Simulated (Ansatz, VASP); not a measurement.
# One calculation of Pb, two programs

The input INCAR:

```
PREC = Accurate
ENCUT = 520
EDIFF = 1E-8
ISMEAR = -1
SIGMA = 0.05
LREAL = F
LASPH = T
NELM = 60
ALGO = Normal
ISIF = 2
LWAVE = F
LCHARG = F
GGA = PE
LEFG = T
NBANDS = 21
```

KPOINTS

```
regular mesh
0
Gamma
  8 8 8
```

The input POSCAR:

```
Pb
1.0
    0.0000000000      3.4390000555      3.3358300538
    3.4390000555      0.0000000000      3.3358300538
    3.4390000555      3.4390000555      0.0000000000
Pb
2
Direct
    0.0000000000      0.0000000000      0.0000000000
    0.2500000000      0.2500000000      0.2500000000
```

Input for Ansatz:

```yaml
crystal:
  lattice:
    - [0.0, 3.4390000555, 3.3358300538]
    - [3.4390000555, 0.0, 3.3358300538]
    - [3.4390000555, 3.4390000555, 0.0]
  atoms:
    - { symbol: Pb, position: [0.0, 0.0, 0.0] }
    - { symbol: Pb, position: [0.25, 0.25, 0.25] }
kpoints:
  mp_grid: { grid: [8, 8, 8] }
scf:
  occupations: { method: fermi_dirac, width: 0.05 }
hamiltonian:
  xc: pbe
  pseudopotentials: { kind: all_electron, datasets: crystal }
output:
  forces: true
  stress: true
  eigenvalues: true
  efg: { contact_densities: true }
```

Change from the starting cell: zz strain of -3 %, crystal datasets.

Alike in both runs: task electric field gradients; functional PBE; k mesh 8 × 8 × 8; occupations fermi-dirac, width 0.05 eV; no spin polarisation.

|  | VASP | Ansatz |
| --- | --- | --- |
| version | VASP 6.6.1 | Ansatz 0.2.0 |
| potentials or method | VASP PAW PBE potentials, release 64 (Pb_d), cutoff 520 eV | all-electron PAW with datasets made for the crystal, scalar-relativistic |

Ansatz gave:

```
pressure (GPa)                                                : 3.5
traceless stress, the component that is largest in VASP (GPa) : 0.16
size of Vzz on the site where it differs most (V/Å²)          : 21.3
```

Q: Which values does VASP return?

A: Pressure (GPa): 3.5; traceless stress, the component that is largest in VASP (GPa): 0.16; size of Vzz on the site where it differs most (V/Å²): 20.5.

Ansatz ran all-electron here, and VASP with PAW potentials.

Neither program's run includes spin-orbit coupling.
